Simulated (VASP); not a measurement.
# Sb (P4/mmm) in VASP: further runs

Sb is run at these levels: r2SCAN; tasks: single point.

Everything below comes from runs of VASP 6.6.1. Logs are shortened: lines on timing, memory, paths and dates and some standing lists are left out, and cuts for length are marked.

### 1 The cell of the first run

The structure is tetragonal, space group P4/mmm (No. 123). Conventional cell: a = 3.239 Å, b = 3.239 Å, c = 3.002 Å, α = 90.00°, β = 90.00°, γ = 90.00°. Within 4.0 Å of Sb (site symmetry 4/mmm) lie 6 Sb at 3.00 to 3.24 Å.

### 2 Single point, r2SCAN (strain +0.025 along x and y, -0.050 along z)

Input file POSCAR:

```
Sb
1.0
    3.2390000000      0.0000000000      0.0000000000
    0.0000000000      3.2390000000      0.0000000000
    0.0000000000      0.0000000000      3.0020000000
Sb
1
Direct
    0.0000000000      0.0000000000      0.0000000000
```

Input file INCAR.step1:

```
SYSTEM = Sb
PREC     = Accurate       ! precision mode
ENCUT    = 520            ! plane-wave cutoff, eV
ISMEAR   = 0              ! smearing method
SIGMA    = 0.15           ! smearing width, eV
LREAL    = .FALSE.        ! projectors in reciprocal space
LASPH    = .TRUE.         ! aspherical terms in the spheres
NELM     = 80             ! most SCF steps
NBANDS   = 8              ! bands
GGA      = PE             ! functional
ALGO     = Normal         ! electronic algorithm
EDIFF    = 1E-4           ! SCF threshold, eV
LWAVE    = .TRUE.         ! write WAVECAR
LCHARG   = .FALSE.        ! write CHGCAR
```

Input file INCAR.step2:

```
SYSTEM = Sb
PREC     = Accurate       ! precision mode
ENCUT    = 520            ! plane-wave cutoff, eV
EDIFF    = 1E-6           ! SCF threshold, eV
ISMEAR   = 0              ! smearing method
SIGMA    = 0.15           ! smearing width, eV
LREAL    = .FALSE.        ! projectors in reciprocal space
LASPH    = .TRUE.         ! aspherical terms in the spheres
NELM     = 80             ! most SCF steps
ALGO     = Normal         ! electronic algorithm
ISIF     = 2              ! what is computed and relaxed
LWAVE    = .FALSE.        ! write WAVECAR
LCHARG   = .FALSE.        ! write CHGCAR
METAGGA  = R2SCAN         ! meta-GGA
LMIXTAU  = .TRUE.       
NBANDS   = 8              ! bands
ISTART   = 1
```

Input file KPOINTS:

```
regular mesh
0
G
  16 16 16
  0 0 0
```

Potentials or basis: VASP PAW PBE potentials, release 64 (Sb).

Launch:

```
$ cat potpaw_PBE.64/Sb/POTCAR > POTCAR
$ cp INCAR.step1 INCAR
$ mpirun -np 1 vasp_std > vasp.out
$ cp INCAR.step2 INCAR
$ mpirun -np 1 vasp_std > vasp.out
```

OUTCAR:

```text
SYSTEM = Sb
   PREC = Accurate
   ENCUT = 520
   EDIFF = 1E-6
   ISMEAR = 0
   LREAL = .FALSE.
   LASPH = .TRUE.
   NELM = 80
   ISIF = 2
   METAGGA = R2SCAN
   ISTART = 1

 ion  position               nearest neighbor table
   1  0.000  0.000  0.000-

  LATTYP: Found a simple tetragonal cell.
 ALAT       =     3.2390000000
 C/A-ratio  =     0.9268292683

  Lattice vectors:

 A1 = (   3.2390000000,   0.0000000000,   0.0000000000)
 A2 = (   0.0000000000,   3.2390000000,   0.0000000000)
 A3 = (   0.0000000000,   0.0000000000,   3.0020000000)

Analysis of symmetry for initial positions (statically):
=====================================================================
 Subroutine PRICEL returns:
 Original cell was already a primitive cell.

 Routine SETGRP: Setting up the symmetry group for a
 simple tetragonal supercell.

 Subroutine GETGRP returns: Found 16 space group operations
 (whereof 16 operations were pure point group operations)
 out of a pool of 16 trial point group operations.

The static configuration has the point symmetry D_4h.

Analysis of symmetry for dynamics (positions and initial velocities):
=====================================================================
 Subroutine PRICEL returns:
 Original cell was already a primitive cell.

 Routine SETGRP: Setting up the symmetry group for a
 simple tetragonal supercell.

 Subroutine GETGRP returns: Found 16 space group operations
 (whereof 16 operations were pure point group operations)
 out of a pool of 16 trial point group operations.

The dynamic configuration has the point symmetry D_4h.

 Subroutine INISYM returns: Found 16 space group operations
 (whereof 16 operations are pure point group operations),
 and found     1 'primitive' translations

----------------------------------------------------------------------------------------

                                     Primitive cell

  volume of cell :      31.4943

  direct lattice vectors                    reciprocal lattice vectors
     3.239000000  0.000000000  0.000000000     0.308737265  0.000000000  0.000000000
     0.000000000  3.239000000  0.000000000     0.000000000  0.308737265  0.000000000
     0.000000000  0.000000000  3.002000000     0.000000000  0.000000000  0.333111259

  length of vectors
     3.239000000  3.239000000  3.002000000     0.308737265  0.308737265  0.333111259

  position of ions in fractional coordinates (direct lattice)
     0.000000000  0.000000000  0.000000000

  ion indices of the primitive-cell ions
   primitive index   ion index
                 1           1

----------------------------------------------------------------------------------------

 KPOINTS: regular mesh

Automatic generation of k-mesh.
 Grid dimensions read from file:
 generate k-points for:   16   16   16

 Generating k-lattice:

  Cartesian coordinates                     Fractional coordinates (reciprocal lattice)
     0.019296079  0.000000000  0.000000000     0.062500000  0.000000000  0.000000000
     0.000000000  0.019296079  0.000000000     0.000000000  0.062500000  0.000000000
     0.000000000  0.000000000  0.020819454     0.000000000  0.000000000  0.062500000

  Length of vectors
     0.019296079  0.019296079  0.020819454

  Shift w.r.t. Gamma in fractional coordinates (k-lattice)
     0.000000000  0.000000000  0.000000000

 Subroutine IBZKPT returns following result:
 ===========================================

 Found    405 irreducible k-points:

 Following reciprocal coordinates:
            Coordinates               Weight
  0.000000  0.000000  0.000000      1.000000
  0.062500  0.000000  0.000000      4.000000
  0.125000  0.000000  0.000000      4.000000
  0.187500  0.000000  0.000000      4.000000
  0.250000  0.000000  0.000000      4.000000
  0.312500  0.000000  0.000000      4.000000
[... 16 lines left out ...]
  0.437500  0.125000  0.000000      8.000000
  0.500000  0.125000  0.000000      4.000000
 [... further k-points ...]
   k-points           NKPTS =    405   k-points in BZ     NKDIM =    405   number of bands    NBANDS=      8
   number of dos      NEDOS =    301   number of ions     NIONS =      1
   total plane-waves  NPLWV =  13824
   dimension x,y,z NGX =    24 NGY =   24 NGZ =   24
   dimension x,y,z NGXF=    48 NGYF=   48 NGZF=   48
   ions per type =               1
   NGX,Y,Z   is equivalent  to a cutoff of  12.32, 12.32, 13.29 a.u.
   NGXF,Y,Z  is equivalent  to a cutoff of  24.64, 24.64, 26.58 a.u.
 SYSTEM =  Sb
   PREC   = accura    normal or accurate (medium, high low for compatibility)
   ISTART =      1    job   : 0-new  1-cont  2-samecut
   ICHARG =      0    charge: 1-file 2-atom 10-const
   ISPIN  =      1    spin polarized calculation?
   LNONCOLLINEAR =      F non collinear calculations
   LSORBIT =      F    spin-orbit coupling
   LASPH  =      T    aspherical Exc in radial PAW
   ENCUT  =  520.0 eV  38.22 Ry    6.18 a.u.   6.02  6.02  5.58*2*pi/ulx,y,z
[... 62 lines left out ...]
      5      13.1126      0.00000
      6      13.4229      0.00000
      7      15.8864      0.00000
      8      23.7766      0.00000

 k-point     2 :       0.0625    0.0000    0.0000
  band No.  band energies     occupation
      1      -6.1686      2.00000
      2       8.2904      0.00000
      3       8.9943      0.00000
      4      11.2446      0.00000
      5      13.2933      0.00000
      6      13.9739      0.00000
      7      15.9828      0.00000
      8      23.1679      0.00000

 k-point     3 :       0.1250    0.0000    0.0000
  band No.  band energies     occupation
      1      -6.0157      2.00000
      2       6.9661      0.00000
      3       9.1377      0.00000
      4      11.3915      0.00000
      5      13.4498      0.00000
      6      15.1828      0.00000
      7      16.4545      0.00000
      8      22.0996      0.00000

 k-point     4 :       0.1875    0.0000    0.0000
  band No.  band energies     occupation
      1      -5.7670      2.00000
      2       5.5301      2.00000
      3       9.3656      0.00000
      4      11.6251      0.00000
      5      13.6741      0.00000
      6      15.8595      0.00000
      7      17.8112      0.00000
      8      20.9936      0.00000

 k-point     5 :       0.2500    0.0000    0.0000
  band No.  band energies     occupation
      1      -5.4340      2.00000
      2       4.1571      2.00000
      3       9.6593      0.00000
      4      11.9263      0.00000
      5      13.9768      0.00000
      6      16.2603      0.00000
      7      19.4572      0.00000
      8      19.9471      0.00000

 k-point     6 :       0.3125    0.0000    0.0000
  band No.  band energies     occupation
      1      -5.0403      2.00000
      2       2.9259      2.00000
      3       9.9874      0.00000
      4      12.2636      0.00000
      5      14.3478      0.00000
      6      16.6653      0.00000
      7      19.0176      0.00000
      8      19.8650      0.00000

 k-point     7 :       0.3750    0.0000    0.0000
  band No.  band energies     occupation
      1      -4.6327      2.00000
      2       1.9080      2.00000
      3      10.3021      0.00000
      4      12.5880      0.00000
      5      14.7582      0.00000
      6      17.0845      0.00000
      7      18.2663      0.00000
      8      19.1770      0.00000
[... 133 lines left out ...]
 k-point    20 :       0.2500    0.1250    0.0000
  band No.  band energies     occupation
      1      -5.2288      2.00000
      2       4.3504      2.00000
      3       7.7105      0.00000
      4      12.1250      0.00000
      5      15.7577      0.00000
      6      16.3933      0.00000
      7      17.7925      0.00000
      8      20.1682      0.00000

 k-point    21 :       0.3125    0.1250    0.0000
  band No.  band energies     occupation
      1      -4.8344      2.00000
      2       3.1195      2.00000
      3       8.0618      0.00000
      4      12.4632      0.00000
      5      15.7915      0.00000
      6      16.1157      0.00000
      7      17.9218      0.00000
      8      21.0535      0.00000

 k-point    22 :       0.3750    0.1250    0.0000
  band No.  band energies     occupation
      1      -4.4257      2.00000
      2       2.1010      2.00000
      3       8.4106      0.00000
      4      12.7885      0.00000
      5      15.1082      0.00000
      6      16.4335      0.00000
      7      18.3468      0.00000
      8      20.3461      0.00000

 k-point    23 :       0.4375    0.1250    0.0000
  band No.  band energies     occupation
      1      -4.0908      2.00000
      2       1.3958      2.00000
      3       8.6820      0.00000
      4      13.0329      0.00000
      5      14.5894      0.00000
      6      16.7120      0.00000
      7      18.9055      0.00000
      8      19.8687      0.00000

 k-point    24 :       0.5000    0.1250    0.0000
  band No.  band energies     occupation
      1      -3.9552      2.00000
      2       1.1362      2.00000
      3       8.7873      0.00000
      4      13.1252      0.00000
      5      14.3975      0.00000
      6      16.8269      0.00000
      7      19.5253      0.00000
      8      19.5397      0.00000

 [... further k-points ...]

------------------------ aborting loop because EDIFF is reached ----------------------------------------

  FORCE on cell =-STRESS in cart. coord.  units (eV):
  Direction    XX          YY          ZZ          XY          YZ          ZX
  --------------------------------------------------------------------------------------
  -------------------------------------------------------------------------------------
  Total       -1.1122361     -1.1122361      0.4263450      0.0000000      0.0000000     -0.0000000
  in kB      -56.5815714    -56.5815714     21.6889837      0.0000000      0.0000000     -0.0000000
  external PRESSURE =     -30.4913864 kB  Pullay stress =       0.0000000 kB

 VOLUME and BASIS-vectors are now :
 -----------------------------------------------------------------------------
  energy-cutoff  :      520.00
  volume of cell :       31.49
      direct lattice vectors                 reciprocal lattice vectors
     3.239000000  0.000000000  0.000000000     0.308737265  0.000000000  0.000000000
     0.000000000  3.239000000  0.000000000     0.000000000  0.308737265  0.000000000
     0.000000000  0.000000000  3.002000000     0.000000000  0.000000000  0.333111259

 POSITION                                       TOTAL-FORCE (eV/Angst)
 -----------------------------------------------------------------------------------
      0.00000      0.00000      0.00000         0.000000      0.000000      0.000000
 -----------------------------------------------------------------------------------
    total drift:                               -0.000000      0.000000      0.000000

  FREE ENERGIE OF THE ION-ELECTRON SYSTEM (eV)
  ---------------------------------------------------
  free  energy   TOTEN  =       -25.5834569865 eV

  energy  without entropy=      -25.5790233872  energy(sigma->0) =      -25.58124019
```

It took 55 s on 1 thread of Intel Xeon 6975P-C (Granite Rapids), shared host; peak memory 0.22 GiB.

Results:

- Free energy: -25.5835 eV
- Pressure: -3.0 GPa
- Band gap on the k mesh: zero (an odd number of electrons rules out a gap without spin polarisation)

Levels at points of the mesh, in eV from the Fermi level:
```
           k point  band 1  band 2  band 3  band 4  band 5  band 6  band 7
(0.00, 0.00, 0.00)  -12.59    2.58    2.58    4.83    6.74    7.05    9.52
(0.50, 0.00, 0.00)  -10.53   -5.42    4.26    6.55    8.93   11.07   11.22
(0.50, 0.50, 0.00)   -8.37   -3.67   -3.67    2.58    8.31   13.52   14.74
(0.00, 0.00, 0.50)   -9.51   -5.65    5.09    5.09    9.27   10.50   11.20
(0.50, 0.00, 0.50)   -7.25   -4.00   -2.93    2.78    6.81   12.87   12.89
(0.50, 0.50, 0.50)   -4.73   -2.46   -1.28   -1.28    5.11    5.11    5.71
```

Caveat: the cell differs from its parent crystal (strain +0.025 along x and y, -0.050 along z); the stress differs along the axes, from -6 to 2 GPa; the PAW data sets were made with another functional, which shifts forces and pressure a little; spin-orbit coupling is left out, which moves the levels of the heavy elements; an odd number of electrons without spin polarisation forces a metal; a magnetic or distorted state may lie lower.

### 3 Single point, r2SCAN (strain +0.000 along x and y, +0.025 along z)

Input file POSCAR:

```
Sb
1.0
    3.1600000000      0.0000000000      0.0000000000
    0.0000000000      3.1600000000      0.0000000000
    0.0000000000      0.0000000000      3.2390000000
Sb
1
Direct
    0.0000000000      0.0000000000      0.0000000000
```

Input file INCAR.step1:

```
SYSTEM = Sb
PREC = Accurate
ENCUT = 520
ISMEAR = 0
SIGMA = 0.15
LREAL = .FALSE.
LASPH = .TRUE.
NELM = 60
NBANDS = 8
GGA = PE
ALGO = Normal
EDIFF = 1E-4
LWAVE = .TRUE.
LCHARG = .FALSE.
```

Input file INCAR.step2:

```
SYSTEM = Sb
PREC = Accurate
ENCUT = 520
EDIFF = 1E-6
ISMEAR = 0
SIGMA = 0.15
LREAL = .FALSE.
LASPH = .TRUE.
NELM = 60
ALGO = Normal
ISIF = 2
LWAVE = .FALSE.
LCHARG = .TRUE.
METAGGA = R2SCAN
LMIXTAU = .TRUE.
LELF = .TRUE.
LVHAR = .TRUE.
NBANDS = 8
ISTART = 1
```

Input file KPOINTS:

```
Automatic mesh
0
G
  16 16 16
  0 0 0
```

Potentials or basis: VASP PAW PBE potentials, release 64 (Sb).

Launch:

```
$ cat potpaw_PBE.64/Sb/POTCAR > POTCAR
$ cp INCAR.step1 INCAR
$ mpirun -np 1 vasp_std > vasp.out
$ cp INCAR.step2 INCAR
$ mpirun -np 1 vasp_std > vasp.out
```

Run time: 55 s. Hardware: 1 thread of Intel Xeon 6975P-C (Granite Rapids), shared host; peak memory 0.22 GiB.

The run converged. Its results:

| Property | Result |
| --- | --- |
| Free energy | -25.5911 eV |
| Pressure | -4.7 GPa |
| Band gap on the k mesh | zero (an odd number of electrons rules out a gap without spin polarisation) |

Stress tensor (GPa, compression positive):
```
-4.02  0.00  0.00
 0.00 -4.02  0.00
 0.00  0.00 -5.99
```

Levels at points of the mesh, in eV from the Fermi level:
| k point | band 1 | band 2 | band 3 | band 4 | band 5 | band 6 | band 7 | band 8 |
| --- | --- | --- | --- | --- | --- | --- | --- | --- |
| (0.00, 0.00, 0.00) | -12.37 | 2.77 | 3.44 | 3.44 | 6.96 | 7.32 | 8.68 | 17.86 |
| (0.50, 0.00, 0.00) | -9.99 | -5.35 | 4.71 | 5.39 | 9.09 | 10.92 | 11.33 | 11.79 |
| (0.50, 0.50, 0.00) | -7.44 | -3.40 | -3.40 | 2.80 | 6.67 | 12.71 | 13.25 | 13.25 |
| (0.00, 0.00, 0.50) | -10.30 | -5.27 | 5.15 | 5.15 | 9.11 | 11.32 | 11.81 | 11.96 |
| (0.50, 0.00, 0.50) | -7.78 | -3.61 | -3.28 | 2.75 | 7.12 | 12.91 | 13.61 | 13.84 |
| (0.50, 0.50, 0.50) | -4.95 | -1.77 | -1.77 | -1.41 | 5.17 | 5.37 | 5.37 | 7.71 |

Caveat: the cell differs from its parent crystal (strain +0.000 along x and y, +0.025 along z); the cell stands under tension; the PAW data sets were made with another functional, which shifts forces and pressure a little; spin-orbit coupling is left out, which moves the levels of the heavy elements; an odd number of electrons without spin polarisation forces a metal; a magnetic or distorted state may lie lower.

### 4 Single point, r2SCAN (strain +0.025 along x and y, -0.025 along z)

Input file POSCAR:

```
Sb
1.0
    3.2390000000      0.0000000000      0.0000000000
    0.0000000000      3.2390000000      0.0000000000
    0.0000000000      0.0000000000      3.0810000000
Sb
1
Direct
    0.0000000000      0.0000000000      0.0000000000
```

Input file INCAR.step1:

```
SYSTEM = Sb
  ALGO = Normal
  EDIFF = 1E-4
  ENCUT = 520
  GGA = PE
  ISMEAR = 0
  LASPH = .True.
  LCHARG = .False.
  LREAL = .False.
  LWAVE = .True.
  NBANDS = 8
  NELM = 60
  PREC = Accurate
  SIGMA = 0.15
```

Input file INCAR.step2:

```
SYSTEM = Sb
  ALGO = Normal
  EDIFF = 1E-6
  ENCUT = 520
  ISIF = 2
  ISMEAR = 0
  ISTART = 1
  LASPH = .True.
  LCHARG = .False.
  LMIXTAU = .True.
  LREAL = .False.
  LWAVE = .False.
  METAGGA = R2SCAN
  NBANDS = 8
  NELM = 60
  PREC = Accurate
  SIGMA = 0.15
```

Input file KPOINTS:

```
k-points
0
Gamma
  16 16 16
  0 0 0
```

Launch:

```
$ cat potpaw_PBE.64/Sb/POTCAR > POTCAR
$ cp INCAR.step1 INCAR
$ mpirun -np 1 vasp_std > vasp.out
$ cp INCAR.step2 INCAR
$ mpirun -np 1 vasp_std > vasp.out
```

Wall time 56 s (1 thread of Intel Xeon 6975P-C (Granite Rapids), shared host); peak memory 0.22 GiB.

Results (log left out):

| Item | Value |
| --- | --- |
| Free energy | -25.5834 eV |
| Pressure | -4.5 GPa |
| Band gap on the k mesh | zero (an odd number of electrons rules out a gap without spin polarisation) |

Stress tensor (GPa, compression positive):
```
-5.71  0.00  0.00
 0.00 -5.71  0.00
 0.00  0.00 -2.00
```

Levels at points of the mesh, in eV from the Fermi level:
| k point | band 1 | band 2 | band 3 | band 4 | band 5 | band 6 | band 7 | band 8 |
| --- | --- | --- | --- | --- | --- | --- | --- | --- |
| (0.00, 0.00, 0.00) | -12.39 | 2.75 | 2.75 | 4.17 | 6.88 | 7.16 | 8.97 | 17.50 |
| (0.50, 0.00, 0.00) | -10.31 | -5.28 | 4.45 | 5.89 | 8.99 | 11.10 | 11.34 | 11.96 |
| (0.50, 0.50, 0.00) | -8.13 | -3.51 | -3.51 | 2.70 | 7.63 | 13.13 | 14.23 | 14.23 |
| (0.00, 0.00, 0.50) | -9.67 | -5.43 | 4.97 | 4.97 | 9.16 | 10.64 | 11.32 | 11.32 |
| (0.50, 0.00, 0.50) | -7.42 | -3.74 | -3.05 | 2.82 | 6.69 | 12.73 | 13.02 | 13.40 |
| (0.50, 0.50, 0.50) | -4.93 | -2.16 | -1.39 | -1.39 | 5.18 | 5.18 | 5.58 | 7.72 |

Caveat: the cell differs from its parent crystal (strain +0.025 along x and y, -0.025 along z); the cell stands under tension; the PAW data sets were made with another functional, which shifts forces and pressure a little; spin-orbit coupling is left out, which moves the levels of the heavy elements; an odd number of electrons without spin polarisation forces a metal; a magnetic or distorted state may lie lower.

### 5 Summary

| cell | gap on the mesh (eV) | pressure (GPa) |
| --- | --- | --- |
| a = 3.239, b = 3.239, c = 3.002 Å, 1 atom | none | -3.0 |
| a = 3.160, b = 3.160, c = 3.239 Å, 1 atom | none | -4.7 |
| a = 3.239, b = 3.239, c = 3.081 Å, 1 atom | none | -4.5 |

Alike in all rows: task single point; level r2SCAN; potentials or basis VASP PAW PBE potentials, release 64 (Sb); no spin polarisation; k mesh 16 × 16 × 16; cutoff (eV) 520; smearing gaussian 0.15 eV.

Caveats: the PAW data sets were made with another functional, which shifts forces and pressure a little; spin-orbit coupling is left out, which moves the levels of the heavy elements; an odd number of electrons without spin polarisation forces a metal; a magnetic or distorted state may lie lower; the cell stands under tension (at least some runs); the stress differs along the axes, from -6 to 2 GPa (at least some runs).

Total energies depend on the potentials used, so only differences within one code and one set of settings carry meaning.
